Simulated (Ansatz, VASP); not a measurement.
Two plane-wave programs on CaCuH2

```
Ca Cu H
1.0
     3.62481    0.00000    0.00000
     0.00000    3.62481    0.00000
     0.00000    0.00000    3.48004
Ca Cu H
1 1 2
Direct
  0.00000 0.00000 0.00000
  0.50000 0.50000 0.50000
  0.00000 0.50000 0.50000
  0.50000 0.00000 0.50000
```

Change from the starting cell: species swapped into the InAgTe2 type (P-4m2, No. 115).

Alike in both runs: functional PBE; k mesh 6 × 6 × 6; occupations gaussian, width 0.1 eV; no spin polarisation.

Ansatz relaxed the structure, and its values are those at the end. VASP's run is a single point on that final structure, the one shown.

|  | VASP | Ansatz |
| --- | --- | --- |
| version | VASP 6.6.1 | Ansatz 0.2.0 |
| potentials or method | VASP PAW PBE potentials, release 64 (Ca_sv, Cu, H), cutoff 520 eV | scalar-relativistic, plane waves, PAW |
| valence electrons in the cell | 23 | 31 |

VASP gave:

| Property | Result |
| --- | --- |
| gap on the k mesh at the Fermi level (eV) | none |
| pressure (GPa) | 0.2 |

Q: What did Ansatz give for the same quantities?

A: gap on the k mesh at the Fermi level (eV): none; pressure (GPa): 0.0.

A gap of «none» marks a metal or a gap that the smearing closes. VASP's potentials hold 23 valence electrons a cell and Ansatz's 31, so a difference there can come from the potentials and not from the codes.
